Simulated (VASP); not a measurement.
# Ni (Im-3m) in VASP: further runs, part 2 of 2

VASP 6.6.1. The steps go on from the part before.

## 4. Single point, PBE, collinear spin, ferromagnetic start (volume scaled by 1.04)

INCAR

```
PREC = Accurate ; ENCUT = 600
EDIFF = 1E-6 ; ISMEAR = -1
SIGMA = 0.05 ; LREAL = F
LASPH = T ; NELM = 200
ALGO = Normal ; ISIF = 2
LWAVE = F ; LCHARG = F
ISPIN = 2 ; MAGMOM = 0.592
LORBIT = 11 ; LMAXMIX = 4
GGA = PE ; NBANDS = 15
GGA_COMPAT = F
```

KPOINTS

```
regular mesh
0
Gamma
  18 18 18
```

POSCAR

```
Ni
1.0
   -1.4187581505      1.4187581505      1.4187581505
    1.4187581505     -1.4187581505      1.4187581505
    1.4187581505      1.4187581505     -1.4187581505
Ni
1
Direct
    0.0000000000      0.0000000000      0.0000000000
```

Potentials or basis: VASP PAW PBE potentials, release 64 (Ni).

Launch:

```
> cat potpaw_PBE.64/Ni/POTCAR > POTCAR
> mpirun -np 1 vasp_std > vasp.out
```

OUTCAR:

```text
PREC = Accurate
   ENCUT = 600
   EDIFF = 1E-6
   ISMEAR = -1
   LREAL = F
   LASPH = T
   NELM = 200
   ISIF = 2
   ISPIN = 2
   LORBIT = 11
   GGA = PE

 ion  position               nearest neighbor table
   1  0.000  0.000  0.000-

  LATTYP: Found a body centered cubic cell.
 ALAT       =     2.8375163010

  Lattice vectors:

 A1 = (  -1.4187581505,   1.4187581505,   1.4187581505)
 A2 = (   1.4187581505,  -1.4187581505,   1.4187581505)
 A3 = (   1.4187581505,   1.4187581505,  -1.4187581505)

Analysis of symmetry for initial positions (statically):
=====================================================================
 Subroutine PRICEL returns:
 Original cell was already a primitive cell.

 Routine SETGRP: Setting up the symmetry group for a
 body centered cubic supercell.

 Subroutine GETGRP returns: Found 48 space group operations
 (whereof 48 operations were pure point group operations)
 out of a pool of 48 trial point group operations.

The static configuration has the point symmetry O_h .

Analysis of symmetry for dynamics (positions and initial velocities):
=====================================================================
 Subroutine PRICEL returns:
 Original cell was already a primitive cell.

 Routine SETGRP: Setting up the symmetry group for a
 body centered cubic supercell.

 Subroutine GETGRP returns: Found 48 space group operations
 (whereof 48 operations were pure point group operations)
 out of a pool of 48 trial point group operations.

The dynamic configuration has the point symmetry O_h .

Analysis of structural, dynamic, and magnetic symmetry:
=====================================================================
 Subroutine PRICEL returns:
 Original cell was already a primitive cell.

 Routine SETGRP: Setting up the symmetry group for a
 body centered cubic supercell.

 Subroutine GETGRP returns: Found 48 space group operations
 (whereof 48 operations were pure point group operations)
 out of a pool of 48 trial point group operations.

The overall configuration has the point symmetry O_h .

 Subroutine INISYM returns: Found 48 space group operations
 (whereof 48 operations are pure point group operations),
 and found     1 'primitive' translations

[... 152 lines left out ...]
      1       0.0262      1.00000
      2       6.3960      1.00000
      3       6.3960      1.00000
      4       6.3960      1.00000
      5       7.7275      1.00000
      6       7.7275      1.00000
      7      34.5355      0.00000
      8      34.5355      0.00000
      9      34.5355      0.00000
     10      39.1104      0.00000
     11      39.1104      0.00000
     12      39.6290      0.00000
     13      39.6290      0.00000
     14      39.6290      0.00000
[... 403 lines left out ...]
      4       7.6170      1.00000
      5       8.0199      0.99999
      6       9.8084      0.00000
      7      15.6629      0.00000
      8      24.3571      0.00000
      9      27.6218      0.00000
     10      33.3835      0.00000
     11      37.8284      0.00000
     12      41.5545      0.00000
     13      46.7029      0.00000
     14      50.3949      0.00000
     15      54.3222      0.00000

 [... further k-points ...]

 spin component 2

 k-point     1 :       0.0000    0.0000    0.0000
  band No.  band energies     occupation
      1       0.0078      1.00000
      2       7.0978      1.00000
      3       7.0978      1.00000
      4       7.0978      1.00000
      5       8.2292      0.99923
      6       8.2292      0.99923
      7      34.4228      0.00000
      8      34.4228      0.00000
      9      34.4228      0.00000
     10      39.0288      0.00000
     11      39.0288      0.00000
     12      39.8143      0.00000
     13      39.8143      0.00000
     14      39.8143      0.00000
[... 403 lines left out ...]
      4       8.1967      0.99960
      5       8.6020      0.42834
      6      10.2160      0.00000
      7      15.9457      0.00000
      8      24.4275      0.00000
      9      27.6672      0.00000
     10      33.4382      0.00000
     11      37.8990      0.00000
     12      41.5329      0.00000
     13      46.8054      0.00000
     14      50.4148      0.00000
     15      54.9660      0.00000

 [... further k-points ...]
[... 5 lines left out ...]
  --------------------------------------------------------------------------------------
  -------------------------------------------------------------------------------------
  Total       -0.4858941     -0.4858941     -0.4858941      0.0000000      0.0000000     -0.0000000
  in kB      -68.1501937    -68.1501937    -68.1501937      0.0000000      0.0000000     -0.0000000
  external PRESSURE =     -68.1501937 kB  Pullay stress =       0.0000000 kB

 VOLUME and BASIS-vectors are now :
 -----------------------------------------------------------------------------
  energy-cutoff  :      600.00
  volume of cell :       11.42
      direct lattice vectors                 reciprocal lattice vectors
    -1.418758150  1.418758150  1.418758150     0.000000000  0.352420883  0.352420883
     1.418758150 -1.418758150  1.418758150     0.352420883  0.000000000  0.352420883
     1.418758150  1.418758150 -1.418758150     0.352420883  0.352420883  0.000000000

 POSITION                                       TOTAL-FORCE (eV/Angst)
 -----------------------------------------------------------------------------------
      0.00000      0.00000      0.00000         0.000000     -0.000000      0.000000
 -----------------------------------------------------------------------------------
    total drift:                                0.000000     -0.000000      0.000000

  FREE ENERGIE OF THE ION-ELECTRON SYSTEM (eV)
  ---------------------------------------------------
  free  energy   TOTEN  =        -5.3726163609 eV

  energy  without entropy=       -5.3585445539  energy(sigma->0) =       -5.36558046

 total charge

# of ion       s       p       d       tot
------------------------------------------
    1        0.472   0.448   8.313   9.233

 magnetization (x)

# of ion       s       p       d       tot
------------------------------------------
    1       -0.004  -0.017   0.610   0.588
```

Wall time 64 s (1 thread of Intel Xeon 6975P-C, shared host); peak memory 0.18 GiB.

What came out:

- Free energy: -5.3726 eV
- Pressure: -6.8 GPa
- Net moment: 0.58 μB per cell
- Site moments: Ni +0.59 μB
- Valence electrons inside the program's atomic spheres: Ni 9.23

Levels at points of the mesh, in eV from the Fermi level:
Spin up:
| k point | band 3 | band 4 | band 5 | band 6 | band 7 | band 8 |
| --- | --- | --- | --- | --- | --- | --- |
| (0.00, 0.00, 0.00) | -2.19 | -2.19 | -0.86 | -0.86 | 25.95 | 25.95 |
| (0.50, 0.00, 0.00) | -0.94 | -0.72 | -0.12 | 0.34 | 6.11 | 18.67 |
| (0.50, 0.50, 0.50) | -0.32 | -0.32 | -0.32 | 9.49 | 9.49 | 9.49 |
Spin down:
```
           k point  band 2  band 3  band 4  band 5  band 6  band 7  band 8  band 9
(0.00, 0.00, 0.00)   -1.49   -1.49   -1.49   -0.36   -0.36   25.84   25.84   25.84
(0.50, 0.00, 0.00)   -2.40   -0.37   -0.21    0.30    0.68    6.47   18.60   19.43
(0.50, 0.50, 0.50)   -3.57    0.47    0.47    0.47    9.51    9.51    9.51   15.29
```

## 5. The runs side by side

```tsv
cell	gap on the mesh (eV)	pressure (GPa)	moment (μB)
a = 2.393 Å, angles 109.5°, 1 atom	none	8.5	0.55
a = 2.425 Å, angles 109.5°, 1 atom	none	0.0	0.57
a = 2.457 Å, angles 109.5°, 1 atom	none	-6.8	0.58
```

Alike in all rows: task single point; level PBE; potentials or basis VASP PAW PBE potentials, release 64 (Ni); spin collinear, ferromagnetic start; k mesh 18 × 18 × 18; cutoff (eV) 600; smearing fermi-dirac 0.05 eV.

Absolute energies hang on the potentials; compare differences alone.
